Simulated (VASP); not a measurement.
Set up this calculation in VASP 6.6.1, as the native input.

```
Task                   : single point
Functional             : PBE
Potentials or basis    : VASP PAW PBE potentials, release 64 (N, As, B)
Cutoff                 : 520 eV
k mesh                 : 8 × 8 × 6
Occupations            : fermi-dirac, width 0.02 eV
Spin                   : no spin polarisation
Dipole correction      : no
Further INCAR settings : ALGO = Normal; EDIFF = 1e-07; NBANDS = 26
```

The structure of B4As3N lies in POSCAR:

```
B4As3N
1.0
    5.2631474386     -1.6112977965     -0.0016576407
    5.2631474386      1.6112977965     -0.0016576407
   -0.9586497393      0.0000000000      5.4729043792
N As B
1 3 4
Direct
    0.0024046120      0.0024046120      0.0111311065
    0.5028313030      0.5028313030      0.4945451016
    0.7444577111      0.7444577111      0.2352333209
    0.2519004251      0.2519004251      0.7673280573
    0.4490386256      0.4490386256      0.8556279006
    0.9453876005      0.9453876005      0.2632827025
    0.1557681804      0.1557681804      0.0569433699
    0.6982115423      0.6982115423      0.5659084407
```

These files were run (other wordings do the same):

INCAR

```
SYSTEM = B4As3N
PREC = Accurate
ENCUT = 520
EDIFF = 1E-7
ISMEAR = -1
SIGMA = 0.02
LREAL = .False.
LASPH = .True.
NELM = 100
ALGO = Normal
ISIF = 2
LWAVE = .False.
LCHARG = .True.
GGA = PE
LELF = .True.
LVHAR = .True.
NBANDS = 26
```

KPOINTS

```
regular mesh
0
Gamma
  8 8 6
  0 0 0
```

Potentials or basis: VASP PAW PBE potentials, release 64 (N, As, B).

Launch:

```bash
$ cat potpaw_PBE.64/N/POTCAR potpaw_PBE.64/As/POTCAR potpaw_PBE.64/B/POTCAR > POTCAR
$ mpirun -np 1 vasp_std > vasp.out
```

Results of the run:

The pressure is 3.0 GPa and the largest force is 0.236 eV/Å. The band gap on the k mesh is 0.03 eV (least direct gap 0.44 eV).

It took 9 min on 1 thread of Intel Xeon 8259CL, on a shared host, peak memory 0.42 GiB.
